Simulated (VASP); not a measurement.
Runs of VASP 6.6.1 on InO. The structure is that of space group P-6m2 (No. 187), or close to it. The cells are those of the table. 

```tsv
cell	gap on the mesh (eV)	largest force (eV/Å)
a = 3.601, b = 3.601, c = 16.645 Å, angles 90.0, 90.0, 120.0°, 4 atoms	(a)	0.94
a = 3.601, b = 3.601, c = 15.852 Å, angles 90.0, 90.0, 120.0°, 4 atoms	0.37	0.70
a = 3.516, b = 3.516, c = 16.248 Å, angles 90.0, 90.0, 120.0°, 4 atoms	0.36	0.52
a = 3.516, b = 3.516, c = 16.645 Å, angles 90.0, 90.0, 120.0°, 4 atoms	0.28	0.67
a = 3.601, b = 3.601, c = 16.248 Å, angles 90.0, 90.0, 120.0°, 4 atoms	0.36	0.81
```

Alike in all rows: task single point; level PBE+D3(BJ); potentials or basis VASP PAW PBE potentials, release 64 (In_d, O); no spin polarisation; k mesh 12 × 12 × 2; cutoff (eV) 520; smearing gaussian 0.05 eV.

Q: Fill in the values left out.

A: (a) 0.31.

Caveats: spin-orbit coupling is left out, which moves the levels of the heavy elements.

A k mesh can miss the band edges, and the runs leave out spin-orbit coupling on In.
